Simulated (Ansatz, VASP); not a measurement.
**AlN: VASP beside Ansatz**

The input POSCAR:

```
AlN
1.0
    3.3121157418      0.0000000000      0.0000000000
   -1.6560578709      2.8683763727      0.0000000000
    0.0000000000      0.0000000000      4.1875630000
Al N
2 2
Direct
    0.6666666667      0.3333333333      0.2500000000
    0.3333333333      0.6666666667      0.7500000000
    0.6666666667      0.3333333333      0.7500000000
    0.3333333333      0.6666666667      0.2500000000
```

INCAR.step1

```
PREC = Accurate
ENCUT = 520
EDIFF = 1E-5
ISMEAR = -1
SIGMA = 0.05
LREAL = F
LASPH = T
NELM = 60
ALGO = Normal
ISIF = 2
LWAVE = T
GGA = PE
NBANDS = 16
```

Contents of INCAR.step2:

```
PREC = Accurate
ENCUT = 520
EDIFF = 1E-7
ISMEAR = -1
SIGMA = 0.05
LREAL = F
LASPH = T
NELM = 60
ALGO = Normal
ISIF = 2
LWAVE = F
LCHARG = T
GGA = PE
LHFCALC = T
AEXX = 0.25
HFSCREEN = 0.3
PRECFOCK = Normal
LELF = T
LVHAR = T
ISTART = 1
NBANDS = 16
```

KPOINTS

```
regular mesh
0
Gamma
  5 5 4
```

Contents of input.yaml:

```yaml
crystal:
  lattice:
    - [3.3121157418, 0.0, 0.0]
    - [-1.6560578709, 2.8683763727, 0.0]
    - [0.0, 0.0, 4.187563]
  atoms:
    - { symbol: Al, position: [0.6666666667, 0.3333333333, 0.25] }
    - { symbol: Al, position: [0.3333333333, 0.6666666667, 0.75] }
    - { symbol: "N", position: [0.6666666667, 0.3333333333, 0.75] }
    - { symbol: "N", position: [0.3333333333, 0.6666666667, 0.25] }
hamiltonian:
  xc: { exchange: pbe, correlation: pbe, exx: { coeff: 0.25, omega: 0.3 } }
  pseudopotentials: { kind: paw }
kpoints:
  mp_grid: { grid: [5, 5, 4] }
scf:
  occupations: { method: fermi_dirac, width: 0.05 }
output:
  forces: true
  stress: true
  eigenvalues: true
  write_density: true
  write_potential: true
  elf: true
  volumetric_format: npy
```

Alike in both runs: task single point; functional PBE-based screened hybrid; k mesh 5 × 5 × 4; occupations fermi-dirac, width 0.05 eV; no spin polarisation.

|  | VASP | Ansatz |
| --- | --- | --- |
| version | VASP 6.6.1 | Ansatz 0.2.0 |
| potentials or method | VASP PAW PBE potentials, release 64 (Al, N) | Ansatz PAW |
| plane-wave cutoff (eV) | 520 | 420 |
| valence electrons in the cell | 16 | 16 |

|  | VASP | Ansatz | Ansatz less VASP |
| --- | --- | --- | --- |
| gap on the k mesh at the Fermi level (eV) | 4.31 | 4.30 | -0.004 |
| least direct gap on the mesh (eV) | 4.31 | 4.30 | -0.004 |
| pressure (GPa) | -5.5 | -5.5 | +0.02 |
| traceless stress, the component that is largest in VASP (GPa) | 0.30 | -0.11 | -0.406 |

VASP's potentials were made for PBE, not for PBE-based screened hybrid.

The k mesh is coarse, so the values compare programs but aren't converged. Noted on Ansatz's run: odd divisions of the mesh miss points on the zone boundary, where band edges often lie, so the gap on the mesh can be too wide.
